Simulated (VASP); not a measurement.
A run of VASP 6.6.1:

INCAR

```
SYSTEM = Si
PREC = Accurate ; ENCUT = 520
EDIFF = 1E-6 ; ISMEAR = -1
SIGMA = 0.01 ; LREAL = .False.
LASPH = .True. ; NELM = 60
ALGO = Normal ; ISIF = 2
LWAVE = .False. ; LCHARG = .False.
GGA = PS ; NBANDS = 11
```

The input KPOINTS:

```
Automatic mesh
0
Gamma
  9 9 9
  0 0 0
```

File POSCAR:

```
Si
1.0
    0.0000000000      2.7164155825      2.7164155825
    2.7164155825      0.0000000000      2.7164155825
    2.7164155825      2.7164155825      0.0000000000
Si
2
Direct
    0.0000000000      0.0000000000      0.0000000000
    0.2500000000      0.2500000000      0.2500000000
```

Potentials or basis: VASP PAW PBE potentials, release 64 (Si).

Run with:

```console
$ cat potpaw_PBE.64/Si/POTCAR > POTCAR
$ mpirun -np 1 vasp_std > vasp.out
```

Hardware: 1 thread of Intel(R) Xeon(R) Platinum 8259CL CPU @ 2.50GHz (Skylake/Cascade Lake), on a shared host.

How long does it take, and how much memory?

Wall time 24 s on 1 thread of Intel(R) Xeon(R) Platinum 8259CL CPU @ 2.50GHz (Skylake/Cascade Lake), with other jobs on the host, peak memory 0.16 GiB. Counts: scf iterations 11, k points 35.
